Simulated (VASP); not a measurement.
# Cr (P6_3/mmc) in VASP: relaxation of shape and atoms at fixed volume with r2SCAN

Aim: the relaxation of shape and atoms at fixed volume of Cr with r2SCAN.

Program: VASP 6.6.1. These are calculated values, not measurements. Logs are shortened: lines on timing, memory, paths and dates and some standing lists are left out, and cuts for length are marked.

### 1 The cell of the first run

The structure is hexagonal, space group P6_3/mmc (No. 194). Conventional cell: a = 2.431 Å, b = 2.431 Å, c = 4.428 Å, α = 90.00°, β = 90.00°, γ = 120.00°. Cr (site symmetry -6m2) has 12 Cr at 2.43 to 2.62 Å within 3.2 Å.

This isn't the form of Cr at room conditions, which is bcc.

### 2 Relaxation of shape and atoms at fixed volume, r2SCAN (11.33 Å³/atom)

The input, POSCAR:

```
Cr
1.0
    2.4310812759      0.0000000000      0.0000000000
   -1.2155406380      2.1053781436      0.0000000000
    0.0000000000      0.0000000000      4.4277941832
Cr
2
Direct
    0.3333333333      0.6666666667      0.2500000000
    0.6666666667      0.3333333333      0.7500000000
```

The input, INCAR.step1:

```
  ALGO = Normal
  EDIFF = 1E-4
  ENCUT = 600
  GGA = PE
  ISMEAR = 0
  LASPH = T
  LCHARG = F
  LREAL = F
  LWAVE = T
  NELM = 100
  PREC = Accurate
  SIGMA = 0.1
```

The input, INCAR.step2:

```
  ALGO = Normal
  EDIFF = 1E-6
  EDIFFG = -0.01
  ENCUT = 600
  IBRION = 2
  ISIF = 4
  ISMEAR = 0
  ISTART = 1
  LASPH = T
  LCHARG = F
  LMIXTAU = T
  LREAL = F
  LWAVE = F
  METAGGA = R2SCAN
  NELM = 100
  NSW = 50
  PREC = Accurate
  SIGMA = 0.1
```

The input, KPOINTS:

```
k-points
0
Gamma
  18 18 10
```

Potentials or basis: VASP PAW PBE potentials, release 64 (Cr_pv).

Started as:

```
> cat potpaw_PBE.64/Cr_pv/POTCAR > POTCAR
> cp INCAR.step1 INCAR
> mpirun -np 1 vasp_std > vasp.out
> cp INCAR.step2 INCAR
> mpirun -np 1 vasp_std > vasp.out
```

OUTCAR:

```text
EDIFF = 1E-6
   EDIFFG = -0.01
   ENCUT = 600
   IBRION = 2
   ISIF = 4
   ISMEAR = 0
   ISTART = 1
   LASPH = T
   LREAL = F
   METAGGA = R2SCAN
   NELM = 100
   NSW = 50
   PREC = Accurate

 ion  position               nearest neighbor table
   1  0.333  0.667  0.250-   2 2.62   2 2.62   2 2.62   2 2.62   2 2.62   2 2.62
   2  0.667  0.333  0.750-   1 2.62   1 2.62   1 2.62   1 2.62   1 2.62   1 2.62

  LATTYP: Found a hexagonal cell.
 ALAT       =     2.4310812759
 C/A-ratio  =     1.8213270889

  Lattice vectors:

 A1 = (   2.4310812759,   0.0000000000,   0.0000000000)
 A2 = (  -1.2155406380,   2.1053781436,   0.0000000000)
 A3 = (   0.0000000000,   0.0000000000,   4.4277941832)

Analysis of symmetry for initial positions (statically):
=====================================================================
 Subroutine PRICEL returns:
 Original cell was already a primitive cell.

 Routine SETGRP: Setting up the symmetry group for a
 hexagonal supercell.

 Subroutine GETGRP returns: Found 24 space group operations
 (whereof 12 operations were pure point group operations)
 out of a pool of 24 trial point group operations.

The static configuration has the point symmetry D_3d.
 The point group associated with its full space group is D_6h.

Analysis of symmetry for dynamics (positions and initial velocities):
=====================================================================
 Subroutine PRICEL returns:
 Original cell was already a primitive cell.

 Routine SETGRP: Setting up the symmetry group for a
 hexagonal supercell.

 Subroutine GETGRP returns: Found 24 space group operations
 (whereof 12 operations were pure point group operations)
 out of a pool of 24 trial point group operations.

The dynamic configuration has the point symmetry D_3d.
 The point group associated with its full space group is D_6h.

 Subroutine INISYM returns: Found 24 space group operations
 (whereof 12 operations are pure point group operations),
 and found     1 'primitive' translations

----------------------------------------------------------------------------------------

                                     Primitive cell

  volume of cell :      22.6630

  direct lattice vectors                    reciprocal lattice vectors
     2.431081276  0.000000000  0.000000000     0.411339600  0.237487029  0.000000000
    -1.215540638  2.105378144  0.000000000     0.000000000  0.474974058  0.000000000
     0.000000000  0.000000000  4.427794183     0.000000000  0.000000000  0.225846089

  length of vectors
     2.431081276  2.431081276  4.427794183     0.474974058  0.474974058  0.225846089

  position of ions in fractional coordinates (direct lattice)
     0.333333333  0.666666667  0.250000000
     0.666666667  0.333333333  0.750000000

  ion indices of the primitive-cell ions
   primitive index   ion index
                 1           1
                 2           2

----------------------------------------------------------------------------------------

 KPOINTS: k-points

Automatic generation of k-mesh.
 Grid dimensions read from file:
 generate k-points for:   18   18   10

 Generating k-lattice:

  Cartesian coordinates                     Fractional coordinates (reciprocal lattice)
     0.022852200  0.013193724  0.000000000     0.055555556  0.000000000  0.000000000
     0.000000000  0.026387448  0.000000000     0.000000000  0.055555556  0.000000000
     0.000000000  0.000000000  0.022584609     0.000000000  0.000000000  0.100000000

  Length of vectors
     0.026387448  0.026387448  0.022584609

  Shift w.r.t. Gamma in fractional coordinates (k-lattice)
     0.000000000  0.000000000  0.000000000

 Subroutine IBZKPT returns following result:
 ===========================================

 Found    222 irreducible k-points:

 Following reciprocal coordinates:
            Coordinates               Weight
  0.000000  0.000000  0.000000      1.000000
  0.055556  0.000000  0.000000      6.000000
  0.111111  0.000000  0.000000      6.000000
  0.166667  0.000000  0.000000      6.000000
  0.222222 -0.000000  0.000000      6.000000
  0.277778 -0.000000  0.000000      6.000000
[... 16 lines left out ...]
  0.333333  0.111111  0.000000     12.000000
  0.388889  0.111111  0.000000     12.000000
 [... further k-points ...]
   k-points           NKPTS =    222   k-points in BZ     NKDIM =    222   number of bands    NBANDS=     16
   number of dos      NEDOS =    301   number of ions     NIONS =      2
   total plane-waves  NPLWV =  14400
   dimension x,y,z NGX =    20 NGY =   20 NGZ =   36
   dimension x,y,z NGXF=    40 NGYF=   40 NGZF=   72
   ions per type =               2
   NGX,Y,Z   is equivalent  to a cutoff of  13.68, 13.68, 13.52 a.u.
   NGXF,Y,Z  is equivalent  to a cutoff of  27.35, 27.35, 27.03 a.u.
 SYSTEM =  unknown system
   PREC   = accura    normal or accurate (medium, high low for compatibility)
   ISTART =      1    job   : 0-new  1-cont  2-samecut
   ICHARG =      0    charge: 1-file 2-atom 10-const
   ISPIN  =      1    spin polarized calculation?
   LNONCOLLINEAR =      F non collinear calculations
   LSORBIT =      F    spin-orbit coupling
   LASPH  =      T    aspherical Exc in radial PAW
   ENCUT  =  600.0 eV  44.10 Ry    6.64 a.u.   4.86  4.86  8.84*2*pi/ulx,y,z
   NELM   =    100;   NELMIN=  2; NELMDL=  0     # of ELM steps
   EDIFF  = 0.1E-05   stopping-criterion for ELM
   LREAL  =      F    real-space projection
   EDIFFG = -.1E-01   stopping-criterion for IOM
   NSW    =     50    number of steps for IOM
   IBRION =      2    ionic relax: 0-MD 1-quasi-New 2-CG
   NFREE  =      1    steps in history (QN), initial steepest desc. (CG)
   ISIF   =      4    stress and relaxation
   ISYM   =      2    0-nonsym 1-usesym 2-fastsym
   POTIM  = 0.5000    time-step for ionic-motion
   TEBEG  =    0.0;   TEEND  =   0.0 temperature during run
   PSTRESS=    0.0 pullay stress
   NELECT =      24.0000    total number of electrons
   NUPDOWN=      -1.0000    fix difference up-down
   EMIN   =  10.00;   EMAX   =-10.00  energy-range for DOS
   EFERMI =   0.00;   METHOD = LEGACY
   ISMEAR =     0;   SIGMA  =   0.10  broadening in eV -4-tet -1-fermi 0-gaus
   EFERMI_NEDOS =   21; number of points for ismear=-14 and -15
   IALGO  =     38    algorithm
   IMIX   =      4    mixing-type and parameters
     AMIX     =   0.40;   BMIX     =  1.00
     AMIX_MAG =   1.60;   BMIX_MAG =  1.00
  volume/ion in A,a.u.               =      11.33        76.47
  Fermi-wavevector in a.u.,A,eV,Ry     =   1.668679  3.153347 37.885300  2.784491
  Thomas-Fermi vector in A             =   2.754485
   LORBIT       =      0    0 simple, 1 ext, 2 COOP (PROOUT), +10 PAW based schemes
   METAGGA = R2SCAN    functional components
   LHFCALC =     F    Hartree Fock is set to
   AEXX    =    0.0000 exact exchange contribution
   IVDW    =     0    specifies the selected vdW correction
   LEPSILON=     F    determine dielectric tensor
   LRPA    =     F    only Hartree local field effects (RPA)
 conjugate gradient relaxation of ions
 non-spin polarized calculation
 Gauss-broadening in eV      SIGMA  =   0.10
  energy-cutoff  :      600.00
  volume of cell :       22.66
 maximum number of plane-waves:       774
 NGX is ok and might be reduce to    20
   NGX =  9   NGY =  9   NGZ = 17

--------------------------------------- Ionic step        1  -------------------------------------------

 number of electron      24.0000007 magnetization

 Free energy of the ion-electron system (eV)
  ---------------------------------------------------
  ext. energy  EPLUGINS =         0.00000000
  ---------------------------------------------------
  free energy    TOTEN  =       -28.66844612 eV

  energy without entropy =      -28.65662557  energy(sigma->0) =      -28.66253584

------------------------ aborting loop because EDIFF is reached ----------------------------------------

  FORCE on cell =-STRESS in cart. coord.  units (eV):
  Direction    XX          YY          ZZ          XY          YZ          ZX
  --------------------------------------------------------------------------------------
  -------------------------------------------------------------------------------------
  Total        1.3301466      1.3301466      1.1401289     -0.0000000      0.0000000      0.0000000
  in kB       94.0357712     94.0357712     80.6023188     -0.0000000      0.0000000      0.0000000
  external PRESSURE =      89.5579538 kB  Pullay stress =       0.0000000 kB

 VOLUME and BASIS-vectors are now :
 -----------------------------------------------------------------------------
  energy-cutoff  :      600.00
  volume of cell :       22.66
      direct lattice vectors                 reciprocal lattice vectors
     2.431081276  0.000000000  0.000000000     0.411339600  0.237487029  0.000000000
    -1.215540638  2.105378144  0.000000000     0.000000000  0.474974058  0.000000000
     0.000000000  0.000000000  4.427794183     0.000000000  0.000000000  0.225846089
[... 37 lines left out ...]
 POSITION                                       TOTAL-FORCE (eV/Angst)
 -----------------------------------------------------------------------------------
     -0.00000      1.40573      1.10357         0.000000      0.000000     -0.000000
      1.21740      0.70287      3.31071        -0.000000     -0.000000      0.000000
 -----------------------------------------------------------------------------------
    total drift:                                0.000000     -0.000000      0.000000

  FREE ENERGIE OF THE ION-ELECTRON SYSTEM (eV)
  ---------------------------------------------------
  free  energy   TOTEN  =       -28.6685909708 eV

  energy  without entropy=      -28.6563995893  energy(sigma->0) =      -28.66249528

--------------------------------------- Ionic step        3  -------------------------------------------

 number of electron      24.0000006 magnetization

 Free energy of the ion-electron system (eV)
  ---------------------------------------------------
  ext. energy  EPLUGINS =         0.00000000
  ---------------------------------------------------
  free energy    TOTEN  =       -28.66863507 eV

  energy without entropy =      -28.65656485  energy(sigma->0) =      -28.66259996

 E-fermi :  11.0915     XC(G=0): -15.0739

 val. band max:       11.0791723308   @ k =   0.0556   0.0000   0.1000
 cond. band min:      11.0999021294   @ k =   0.1111   0.0000   0.4000
 fundamental gap:      0.0207297986
 Fermi energy:        11.0914629066

 k-point     1 :       0.0000    0.0000    0.0000
  band No.  band energies     occupation
      1     -33.9098      2.00000
      2     -33.1205      2.00000
      3     -32.9093      2.00000
      4     -32.9093      2.00000
      5     -32.8398      2.00000
      6     -32.8398      2.00000
[... 8 lines left out ...]
     15      12.4585      0.00000
     16      12.4585      0.00000
[... 419 lines left out ...]
 k-point    24 :       0.3889    0.1111    0.0000
  band No.  band energies     occupation
      1     -33.9204      2.00000
      2     -33.8146      2.00000
      3     -33.4718      2.00000
      4     -33.2485      2.00000
      5     -33.2218      2.00000
      6     -33.1232      2.00000
[... 8 lines left out ...]
     15      13.4675      0.00000
     16      13.9268      0.00000

 [... further k-points ...]

------------------------ aborting loop because EDIFF is reached ----------------------------------------

  FORCE on cell =-STRESS in cart. coord.  units (eV):
  Direction    XX          YY          ZZ          XY          YZ          ZX
  --------------------------------------------------------------------------------------
  -------------------------------------------------------------------------------------
  Total        1.2568225      1.2568225      1.2507437     -0.0000000      0.0000000      0.0000000
  in kB       88.8520632     88.8520632     88.4223185     -0.0000000      0.0000000      0.0000000
  external PRESSURE =      88.7088149 kB  Pullay stress =       0.0000000 kB

 VOLUME and BASIS-vectors are now :
 -----------------------------------------------------------------------------
  energy-cutoff  :      600.00
  volume of cell :       22.66
      direct lattice vectors                 reciprocal lattice vectors
     2.433558128 -0.000000000  0.000000000     0.410920943  0.237245317  0.000000000
    -1.216779064  2.107523160  0.000000000     0.000000000  0.474490634  0.000000000
     0.000000000  0.000000000  4.418785638    -0.000000000 -0.000000000  0.226306520

 POSITION                                       TOTAL-FORCE (eV/Angst)
 -----------------------------------------------------------------------------------
     -0.00000      1.40502      1.10470        -0.000000      0.000000      0.000000
      1.21678      0.70251      3.31409         0.000000     -0.000000     -0.000000
 -----------------------------------------------------------------------------------
    total drift:                                0.000000     -0.000000      0.000000

  FREE ENERGIE OF THE ION-ELECTRON SYSTEM (eV)
  ---------------------------------------------------
  free  energy   TOTEN  =       -28.6686350665 eV

  energy  without entropy=      -28.6565648478  energy(sigma->0) =      -28.66259996

 reached required accuracy - stopping structural energy minimisation
```

Wall time 11 min (1 thread of Intel Xeon Platinum 8488C (Sapphire Rapids), shared host); peak memory 0.21 GiB.

What came out:

- Free energy: -28.6686 eV
- Energy gained by relaxing: 0.1 meV/atom
- Ionic steps: 3
- Pressure after relaxing: 8.9 GPa
- Band gap on the k mesh: zero (bands 12 and 13 overlap by 1.57 eV)

The path:
```
step  energy change (eV)  largest force (eV/Å)  pressure (GPa)  volume (Å³)
   1              0.0000                0.0000            8.96        22.66
   2             -0.0001                0.0000            8.83        22.66
   3             -0.0002                0.0000            8.87        22.66
```

Final structure:
```cif
data_structure
_symmetry_space_group_name_H-M 'P 1'
_symmetry_Int_Tables_number 1
_cell_length_a 2.4336
_cell_length_b 2.4336
_cell_length_c 4.4188
_cell_angle_alpha 90.000
_cell_angle_beta 90.000
_cell_angle_gamma 120.000
_cell_volume 22.66
loop_
_atom_site_label
_atom_site_type_symbol
_atom_site_fract_x
_atom_site_fract_y
_atom_site_fract_z
_atom_site_occupancy
Cr1 Cr 0.33333 0.66667 0.25000 1
Cr2 Cr 0.66667 0.33333 0.75000 1
```

Caveat: the PAW data sets were made with another functional, which shifts forces and pressure a little; the run has no spin polarisation, though such a crystal can be magnetic.
